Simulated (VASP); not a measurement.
# Cs (P6_3/mmc) in VASP: further runs, part 2 of 2

VASP 6.6.1.

## 4. Single point, PBE (strained)

INCAR

```
PREC = Accurate
ENCUT = 520
EDIFF = 1E-6
ISMEAR = 0
SIGMA = 0.1
LREAL = False
LASPH = True
NELM = 60
ALGO = Fast
ISIF = 2
LWAVE = False
LCHARG = False
GGA = PE
NBANDS = 16
```

KPOINTS

```
regular mesh
0
Gamma
  9 9 6
```

POSCAR

```
Cs
1.0
    5.5138157877      0.0000000000      0.0000000000
   -2.7569078939      4.7751045440      0.0000000000
    0.0000000000      0.0000000000      8.8934171346
Cs
2
Direct
    0.3333333300      0.6666666700      0.2500000000
    0.6666666700      0.3333333300      0.7500000000
```

Potentials or basis: VASP PAW PBE potentials, release 64 (Cs_sv).

Started as:

```sh
$ cat potpaw_PBE.64/Cs_sv/POTCAR > POTCAR
$ mpirun -np 1 vasp_std > vasp.out
```

OUTCAR:

```text
PREC = Accurate
   ENCUT = 520
   EDIFF = 1E-6
   ISMEAR = 0
   LREAL = False
   LASPH = True
   NELM = 60
   ISIF = 2
   GGA = PE

 ion  position               nearest neighbor table
   1  0.333  0.667  0.250-
   2  0.667  0.333  0.750-

  LATTYP: Found a hexagonal cell.
 ALAT       =     5.5138157877
 C/A-ratio  =     1.6129333074

  Lattice vectors:

 A1 = (   5.5138157877,   0.0000000000,   0.0000000000)
 A2 = (  -2.7569078939,   4.7751045440,   0.0000000000)
 A3 = (   0.0000000000,   0.0000000000,   8.8934171346)

Analysis of symmetry for initial positions (statically):
=====================================================================
 Subroutine PRICEL returns:
 Original cell was already a primitive cell.

 Routine SETGRP: Setting up the symmetry group for a
 hexagonal supercell.

 Subroutine GETGRP returns: Found 24 space group operations
 (whereof 12 operations were pure point group operations)
 out of a pool of 24 trial point group operations.

The static configuration has the point symmetry D_3d.
 The point group associated with its full space group is D_6h.

Analysis of symmetry for dynamics (positions and initial velocities):
=====================================================================
 Subroutine PRICEL returns:
 Original cell was already a primitive cell.

 Routine SETGRP: Setting up the symmetry group for a
 hexagonal supercell.

 Subroutine GETGRP returns: Found 24 space group operations
 (whereof 12 operations were pure point group operations)
 out of a pool of 24 trial point group operations.

The dynamic configuration has the point symmetry D_3d.
 The point group associated with its full space group is D_6h.

 Subroutine INISYM returns: Found 24 space group operations
 (whereof 12 operations are pure point group operations),
 and found     1 'primitive' translations

----------------------------------------------------------------------------------------

                                     Primitive cell

  volume of cell :     234.1552

  direct lattice vectors                    reciprocal lattice vectors
     5.513815788  0.000000000  0.000000000     0.181362606  0.104709749  0.000000000
    -2.756907894  4.775104544  0.000000000     0.000000000  0.209419499  0.000000000
     0.000000000  0.000000000  8.893417135     0.000000000  0.000000000  0.112442719

  length of vectors
     5.513815788  5.513815788  8.893417135     0.209419499  0.209419499  0.112442719

  position of ions in fractional coordinates (direct lattice)
     0.333333330  0.666666670  0.250000000
     0.666666670  0.333333330  0.750000000

  ion indices of the primitive-cell ions
   primitive index   ion index
                 1           1
                 2           2

----------------------------------------------------------------------------------------

 KPOINTS: regular mesh

Automatic generation of k-mesh.
 Grid dimensions read from file:
 generate k-points for:    9    9    6

 Generating k-lattice:

  Cartesian coordinates                     Fractional coordinates (reciprocal lattice)
     0.020151401  0.011634417  0.000000000     0.111111111  0.000000000  0.000000000
     0.000000000  0.023268833  0.000000000     0.000000000  0.111111111  0.000000000
     0.000000000  0.000000000  0.018740453     0.000000000  0.000000000  0.166666667

  Length of vectors
     0.023268833  0.023268833  0.018740453

  Shift w.r.t. Gamma in fractional coordinates (k-lattice)
     0.000000000  0.000000000  0.000000000

 Subroutine IBZKPT returns following result:
 ===========================================

 Found     48 irreducible k-points:

 Following reciprocal coordinates:
            Coordinates               Weight
  0.000000  0.000000  0.000000      1.000000
  0.111111  0.000000  0.000000      6.000000
  0.222222  0.000000  0.000000      6.000000
  0.333333  0.000000  0.000000      6.000000
  0.444444  0.000000  0.000000      6.000000
  0.111111  0.111111  0.000000      6.000000
[... 16 lines left out ...]
  0.333333  0.222222  0.166667     24.000000
  0.333333  0.333333  0.166667      4.000000
 [... further k-points ...]
   k-points           NKPTS =     48   k-points in BZ     NKDIM =     48   number of bands    NBANDS=     16
   number of dos      NEDOS =    301   number of ions     NIONS =      2
   total plane-waves  NPLWV = 123480
   dimension x,y,z NGX =    42 NGY =   42 NGZ =   70
   dimension x,y,z NGXF=    84 NGYF=   84 NGZF=  140
   ions per type =               2
   NGX,Y,Z   is equivalent  to a cutoff of  12.66, 12.66, 13.09 a.u.
   NGXF,Y,Z  is equivalent  to a cutoff of  25.33, 25.33, 26.17 a.u.
 SYSTEM =  unknown system
   PREC   = accura    normal or accurate (medium, high low for compatibility)
   ISTART =      0    job   : 0-new  1-cont  2-samecut
   ICHARG =      2    charge: 1-file 2-atom 10-const
   ISPIN  =      1    spin polarized calculation?
   LNONCOLLINEAR =      F non collinear calculations
   LSORBIT =      F    spin-orbit coupling
   LASPH  =      T    aspherical Exc in radial PAW
   ENCUT  =  520.0 eV  38.22 Ry    6.18 a.u.  10.25 10.25 16.54*2*pi/ulx,y,z
   NELM   =     60;   NELMIN=  2; NELMDL= -5     # of ELM steps
   EDIFF  = 0.1E-05   stopping-criterion for ELM
   LREAL  =      F    real-space projection
   EDIFFG = 0.1E-04   stopping-criterion for IOM
   NSW    =      0    number of steps for IOM
   IBRION =     -1    ionic relax: 0-MD 1-quasi-New 2-CG
   NFREE  =      0    steps in history (QN), initial steepest desc. (CG)
   ISIF   =      2    stress and relaxation
   ISYM   =      2    0-nonsym 1-usesym 2-fastsym
   POTIM  = 0.5000    time-step for ionic-motion
   TEBEG  =    0.0;   TEEND  =   0.0 temperature during run
   PSTRESS=    0.0 pullay stress
   NELECT =      18.0000    total number of electrons
   NUPDOWN=      -1.0000    fix difference up-down
   EMIN   =  10.00;   EMAX   =-10.00  energy-range for DOS
   EFERMI =   0.00;   METHOD = LEGACY
   ISMEAR =     0;   SIGMA  =   0.10  broadening in eV -4-tet -1-fermi 0-gaus
   EFERMI_NEDOS =   21; number of points for ismear=-14 and -15
   IALGO  =     68    algorithm
   IMIX   =      4    mixing-type and parameters
     AMIX     =   0.40;   BMIX     =  1.00
     AMIX_MAG =   1.60;   BMIX_MAG =  1.00
  volume/ion in A,a.u.               =     117.08       790.08
  Fermi-wavevector in a.u.,A,eV,Ry     =   0.696088  1.315416  6.592554  0.484539
  Thomas-Fermi vector in A             =   1.779042
   LORBIT       =      0    0 simple, 1 ext, 2 COOP (PROOUT), +10 PAW based schemes
   GGA     = PE    functional components
   LHFCALC =     F    Hartree Fock is set to
   AEXX    =    0.0000 exact exchange contribution
   IVDW    =     0    specifies the selected vdW correction
   LEPSILON=     F    determine dielectric tensor
   LRPA    =     F    only Hartree local field effects (RPA)
 non-spin polarized calculation
 RMM-DIIS sequential band-by-band and
 Gauss-broadening in eV      SIGMA  =   0.10
  energy-cutoff  :      520.00
  volume of cell :      234.16
 maximum number of plane-waves:      6339
 NGX is ok and might be reduce to    42
   NGX = 21   NGY = 21   NGZ = 33

 number of electron      18.0000005 magnetization

 Free energy of the ion-electron system (eV)
  ---------------------------------------------------
  ext. energy  EPLUGINS =         0.00000000
  ---------------------------------------------------
  free energy    TOTEN  =        -1.70906280 eV

  energy without entropy =       -1.69482429  energy(sigma->0) =       -1.70194355

 E-fermi :   0.4268     XC(G=0):  -5.3611

 val. band max:        0.4184338647   @ k =   0.3333   0.1111   0.5000
 cond. band min:       0.4640875085   @ k =   0.4444   0.1111   0.0000
 fundamental gap:      0.0456536438
 Fermi energy:         0.4268002609

 k-point     1 :       0.0000    0.0000    0.0000
  band No.  band energies     occupation
      1     -23.4527      2.00000
      2     -23.4469      2.00000
      3     -10.3298      2.00000
      4     -10.2195      2.00000
      5     -10.2195      2.00000
      6     -10.2007      2.00000
[... 8 lines left out ...]
     15       3.0943      0.00000
     16       3.0947      0.00000
[... 419 lines left out ...]
 k-point    24 :       0.3333    0.3333    0.1667
  band No.  band energies     occupation
      1     -23.4459      2.00000
      2     -23.4459      2.00000
      3     -10.2920      2.00000
      4     -10.2857      2.00000
      5     -10.2857      2.00000
      6     -10.2575      2.00000
[... 8 lines left out ...]
     15       2.6374      0.00000
     16       3.5055      0.00000

 [... further k-points ...]

------------------------ aborting loop because EDIFF is reached ----------------------------------------

  FORCE on cell =-STRESS in cart. coord.  units (eV):
  Direction    XX          YY          ZZ          XY          YZ          ZX
  --------------------------------------------------------------------------------------
  -------------------------------------------------------------------------------------
  Total       -0.0363750     -0.0363750      0.0537846      0.0000000      0.0000000      0.0000000
  in kB       -0.2488914     -0.2488914      0.3680145      0.0000000      0.0000000      0.0000000
  external PRESSURE =      -0.0432561 kB  Pullay stress =       0.0000000 kB

 VOLUME and BASIS-vectors are now :
 -----------------------------------------------------------------------------
  energy-cutoff  :      520.00
  volume of cell :      234.16
      direct lattice vectors                 reciprocal lattice vectors
     5.513815788  0.000000000  0.000000000     0.181362606  0.104709749  0.000000000
    -2.756907894  4.775104544  0.000000000     0.000000000  0.209419499  0.000000000
     0.000000000  0.000000000  8.893417135     0.000000000  0.000000000  0.112442719

 POSITION                                       TOTAL-FORCE (eV/Angst)
 -----------------------------------------------------------------------------------
     -0.00000      3.18340      2.22335         0.000000     -0.000000      0.000000
      2.75691      1.59170      6.67006        -0.000000      0.000000      0.000000
 -----------------------------------------------------------------------------------
    total drift:                               -0.000005      0.000003     -0.000000

  FREE ENERGIE OF THE ION-ELECTRON SYSTEM (eV)
  ---------------------------------------------------
  free  energy   TOTEN  =        -1.7090628001 eV

  energy  without entropy=       -1.6948242908  energy(sigma->0) =       -1.70194355
```

OSZICAR:

```text
N       E                     dE             d eps       ncg     rms          rms(c)
DAV:   1     0.137665612599E+03    0.13767E+03   -0.59555E+03  1536   0.810E+02
DAV:   2     0.165558741026E+02   -0.12111E+03   -0.11643E+03  2424   0.152E+02
DAV:   3    -0.130624708374E+01   -0.17862E+02   -0.17738E+02  1928   0.624E+01
DAV:   4    -0.170299989410E+01   -0.39675E+00   -0.39667E+00  2048   0.109E+01
DAV:   5    -0.170597910358E+01   -0.29792E-02   -0.29792E-02  2096   0.957E-01    0.179E-01
RMM:   6    -0.170698852035E+01   -0.10094E-02   -0.26168E-03  1587   0.243E-01    0.123E-01
RMM:   7    -0.170888054611E+01   -0.18920E-02   -0.78495E-03  1627   0.385E-01    0.505E-02
RMM:   8    -0.170904848946E+01   -0.16794E-03   -0.47465E-04  1884   0.117E-01    0.515E-03
RMM:   9    -0.170906141025E+01   -0.12921E-04   -0.97984E-05  2180   0.435E-02    0.325E-03
RMM:  10    -0.170906314620E+01   -0.17359E-05   -0.23053E-05  2200   0.184E-02    0.174E-03
RMM:  11    -0.170906280006E+01    0.34614E-06   -0.45812E-06  1924   0.845E-03
   1 F= -.17090628E+01 E0= -.17019435E+01  d E =-.142385E-01
```

stdout:

```text
POSCAR found type information on POSCAR Cs
 POSCAR found :  1 types and       2 ions
 scaLAPACK will be used
 LDA part: xc-table for (Slater+PW92), standard interpolation
 POSCAR, INCAR and KPOINTS ok, starting setup
 FFT: planning ... GRIDC
 FFT: planning ... GRID_SOFT
 FFT: planning ... GRID
 WAVECAR not read
 entering main loop
```

Run time: 64 s. Hardware: 1 thread of Intel Xeon 6975P-C (Granite Rapids), shared host; peak memory 0.41 GiB.

What came out:

* Free energy: -1.7091 eV
* Pressure: 0.0 GPa
* Band gap on the k mesh: zero (band 9 reaches 1.19 eV, above the bottom of band 10 at -0.64 eV)

Caveat: the cell differs from its parent crystal (strained); spin-orbit coupling is left out, which moves the levels of the heavy elements.

## 5. Summary

```tsv
task	cell	cutoff (eV)	gap on the mesh (eV)	pressure (GPa)
relaxation of shape and atoms at fixed volume	relaxed from a = 5.348, b = 5.348, c = 8.853 Å, angles 90.0, 90.0, 120.0°, 2 atoms	600	none	0.1
single point	a = 5.416, b = 5.416, c = 8.730 Å, angles 90.0, 90.0, 120.0°, 2 atoms	520	none	0.1
single point	a = 5.514, b = 5.514, c = 8.893 Å, angles 90.0, 90.0, 120.0°, 2 atoms	520	none	0.0
```

Alike in all rows: level PBE; potentials or basis VASP PAW PBE potentials, release 64 (Cs_sv); no spin polarisation; k mesh 9 × 9 × 6; smearing gaussian 0.1 eV.

Caveats: spin-orbit coupling is left out, which moves the levels of the heavy elements; the relaxation stopped at its first step, so nothing moved (some runs).

Absolute energies hang on the potentials; compare differences alone.
